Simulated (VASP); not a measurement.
Runs of VASP 6.6.1 on MgAl2C2. The structure is that of space group P-3m1 (No. 164), or close to it. The cells are those of the table. 

```tsv
task	cell	cutoff (eV)	gap on the mesh (eV)	pressure (GPa)	largest force (eV/Å)
relaxation of shape and atoms at fixed volume	relaxed from a = 3.325, b = 3.325, c = 5.667 Å, angles 90.0, 90.0, 120.0°, 5 atoms	600	1.78	2.7	-
single point	a = 3.329, b = 3.329, c = 5.650 Å, angles 90.0, 90.0, 120.0°, 5 atoms	520	(b)	2.9	0.03
single point	a = 3.364, b = 3.364, c = 5.760 Å, angles 90.0, 90.0, 120.0°, 5 atoms	520	1.76	(a)	0.03
single point	a = 3.347, b = 3.347, c = 5.705 Å, angles 90.0, 90.0, 120.0°, 5 atoms	520	1.77	-0.1	0.03
relaxation of cell and atoms	relaxed from a = 3.347, b = 3.347, c = 5.705 Å, angles 90.0, 90.0, 120.0°, 5 atoms	600	1.77	0.0	-
relaxation of shape and atoms at fixed volume	relaxed from a = 3.369, b = 3.369, c = 5.743 Å, angles 90.0, 90.0, 120.0°, 5 atoms	600	1.76	-3.0	-
```

Alike in all rows: level LDA; potentials or basis VASP PAW LDA potentials, release 64 (Mg, Al, C); no spin polarisation; k mesh 12 × 12 × 6; smearing gaussian 0.01 eV.

**Question.** Estimate the missing entries.

**Answer.** (a) -2.8; (b) 1.79.

A k mesh can miss the band edges.
